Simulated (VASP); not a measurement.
## Nd3H2: relaxation of cell and atoms with PBE

Nd3H2:

```xyz
5
Lattice="4.6866 0.0000 0.0000 -2.3433 4.0587 0.0000 0.0000 0.0000 5.3374" Properties=species:S:1:pos:R:3 pbc="T T T"
Nd    0.0000    0.0000    0.0000
Nd    0.0000    2.7058    2.6687
Nd    2.3433    1.3529    2.6687
H     0.0000    2.7058    0.0000
H     2.3433    1.3529    0.0000
```

The cell was generated, and may not be a known phase.

```json
{
 "Program": "VASP 6.6.1",
 "Task": "relaxation of cell and atoms",
 "Functional": "PBE",
 "Potentials or basis": "VASP PAW PBE potentials, release 64 (Nd_3, H), 4f in core",
 "Cutoff": "500 eV",
 "k mesh": "6 × 6 × 4",
 "Occupations": "gaussian, width 0.1 eV",
 "Spin": "no spin polarisation",
 "Dipole correction": "no",
 "Further INCAR settings": "ALGO = Normal; EDIFF = 1e-07; IBRION = 2; EDIFFG = -0.04; NSW = 90; ISIF = 3"
}
```

```json
{
 "Relaxed volume": "22.93 Å³/atom",
 "Relaxed cell": "a = 5.443 Å, b = 5.443 Å, c = 4.468 Å, α = 90.00°, β = 90.00°, γ = 120.00°",
 "Space group after relaxing (to 0.1 Å)": "P6/mmm (No. 191)",
 "Energy gained by relaxing": "193.9 meV/atom",
 "Ionic steps": "7",
 "Pressure after relaxing": "0.0 GPa",
 "Band gap on the k mesh": "zero (an odd number of electrons rules out a gap without spin polarisation)"
}
```

Step by step:
| step | energy change (eV) | largest force (eV/Å) | pressure (GPa) | volume (Å³) |
| --- | --- | --- | --- | --- |
| 1 | 0.0000 | 0.0000 | 2.96 | 101.52 |
| 2 | -0.5008 | 0.0000 | -0.32 | 106.85 |
| 3 | -0.8070 | 0.0000 | -1.62 | 112.49 |
| 4 | -0.9274 | 0.0000 | -0.46 | 121.74 |
| 5 | -0.9476 | 0.0000 | -1.49 | 118.06 |
| 6 | -0.9645 | 0.0000 | 0.74 | 113.07 |
| 7 | -0.9695 | 0.0000 | -0.02 | 114.64 |

Final structure:
```yaml
crystal:
  lattice:
    - [5.44337, 0.00000, 0.00000]
    - [-2.72169, 4.71410, 0.00000]
    - [0.00000, 0.00000, 4.46770]
  atoms:
    - { symbol: Nd, position: [0.00000, 0.00000, 0.00000] }
    - { symbol: Nd, position: [0.33333, 0.66667, 0.50000] }
    - { symbol: Nd, position: [0.66667, 0.33333, 0.50000] }
    - { symbol: H, position: [0.33333, 0.66667, 0.00000] }
    - { symbol: H, position: [0.66667, 0.33333, 0.00000] }
```

Levels at points of the mesh, in eV from the Fermi level:
```
           k point  band 16  band 17  band 18  band 19  band 20  band 21
(0.00, 0.00, 0.00)     0.47     0.47     0.78     0.78     1.13     1.13
(0.50, 0.00, 0.00)    -0.20     0.10     0.21     0.26     1.12     1.20
(0.00, 0.00, 0.50)    -1.34    -1.34    -0.56    -0.56     2.40     2.59
(0.50, 0.00, 0.50)    -0.69    -0.65    -0.50    -0.48     1.19     1.65
```

Wall time 7.5 min on 1 thread of Intel(R) Xeon(R) Platinum 8375C CPU @ 2.90GHz (Ice Lake), on a shared host, peak memory 0.24 GiB.

Caveat: a cell axis changed by over 15 % at a fixed basis, so the end point is rough; spin-orbit coupling is left out, which moves the levels of the heavy elements; the 4f electrons are frozen in the core, so they carry no moment and show no levels. Spin polarisation is off, so any magnetic state and its effect on volume and gap are missing.
